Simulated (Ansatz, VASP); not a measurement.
# AlN: VASP beside Ansatz

Contents of POSCAR:

```
AlN
1.0
    2.1849006262     -2.1849006262      0.0000000000
    2.1849006262      0.0000000000     -2.1849006262
    8.7396025047      8.7396025047      8.7396025047
Al N
6 6
Direct
    1.0000000000      0.0000000000      0.5000000000
    0.3333333333      0.3333333333      0.3333333333
    0.6666666667      0.6666666667      0.6666666667
    1.0000000000      1.0000000000      0.0000000000
    0.3333333333      0.3333333333      0.8333333333
    0.6666666667      0.6666666667      0.1666666667
    0.6666666667      0.6666666667      0.5416666667
    1.0000000000      1.0000000000      0.3750000000
    0.3333333333      0.3333333333      0.7083333333
    0.6666666667      0.6666666667      0.0416666667
    0.0000000000      0.0000000000      0.8750000000
    0.3333333333      0.3333333333      0.2083333333
```

Contents of INCAR.step1:

```
ALGO = Normal
EDIFF = 1E-4
ENCUT = 520
GGA = PE
ISMEAR = 0
LASPH = True
LCHARG = False
LREAL = False
LWAVE = True
NBANDS = 36
NELM = 80
PREC = Accurate
SIGMA = 0.05
```

Contents of INCAR.step2:

```
ALGO = Normal
EDIFF = 1E-6
ENCUT = 520
ISIF = 2
ISMEAR = 0
ISTART = 1
LASPH = True
LCHARG = False
LMIXTAU = True
LREAL = False
LWAVE = False
METAGGA = R2SCAN
NBANDS = 36
NELM = 80
PREC = Accurate
SIGMA = 0.05
```

File KPOINTS:

```
k-points
0
Gamma
  8 8 2
```

Input for Ansatz:

```yaml
crystal:
  lattice:
    - [2.1849006262, -2.1849006262, 0.0]
    - [2.1849006262, 0.0, -2.1849006262]
    - [8.7396025047, 8.7396025047, 8.7396025047]
  atoms:
    - { symbol: Al, position: [1.0, 0.0, 0.5] }
    - { symbol: Al, position: [0.3333333333, 0.3333333333, 0.3333333333] }
    - { symbol: Al, position: [0.6666666667, 0.6666666667, 0.6666666667] }
    - { symbol: Al, position: [1.0, 1.0, 0.0] }
    - { symbol: Al, position: [0.3333333333, 0.3333333333, 0.8333333333] }
    - { symbol: Al, position: [0.6666666667, 0.6666666667, 0.1666666667] }
    - { symbol: "N", position: [0.6666666667, 0.6666666667, 0.5416666667] }
    - { symbol: "N", position: [1.0, 1.0, 0.375] }
    - { symbol: "N", position: [0.3333333333, 0.3333333333, 0.7083333333] }
    - { symbol: "N", position: [0.6666666667, 0.6666666667, 0.0416666667] }
    - { symbol: "N", position: [0.0, 0.0, 0.875] }
    - { symbol: "N", position: [0.3333333333, 0.3333333333, 0.2083333333] }
basis:
  ecutwfc: 500
kpoints:
  mp_grid: { grid: [8, 8, 2] }
hamiltonian:
  xc: r2scan
scf:
  occupations: { method: gaussian, width: 0.05 }
output:
  forces: true
  stress: true
  eigenvalues: true
  write_density: true
  write_potential: true
  elf: true
  volumetric_format: npy
```

Alike in both runs: task single point; functional r2SCAN; k mesh 8 × 8 × 2; occupations gaussian, width 0.05 eV; no spin polarisation.

|  | VASP | Ansatz |
| --- | --- | --- |
| version | VASP 6.6.1 | Ansatz 0.2.0 |
| potentials or method | VASP PAW PBE potentials, release 64 (Al, N), cutoff 520 eV | scalar-relativistic, plane waves, PAW |
| valence electrons in the cell | 48 | 48 |

Ansatz gave:

| Quantity | Value |
| --- | --- |
| gap on the k mesh at the Fermi level (eV) | 3.94 |
| least direct gap on the mesh (eV) | 4.43 |
| pressure (GPa) | 0.0 |

Problem. Estimate VASP's values.

Solution. gap on the k mesh at the Fermi level (eV): 3.93; least direct gap on the mesh (eV): 4.42; pressure (GPa): -0.4.

VASP's potentials were made for PBE, not for r2SCAN. The functional is the same, so the differences come from potentials, cutoffs and numerics.
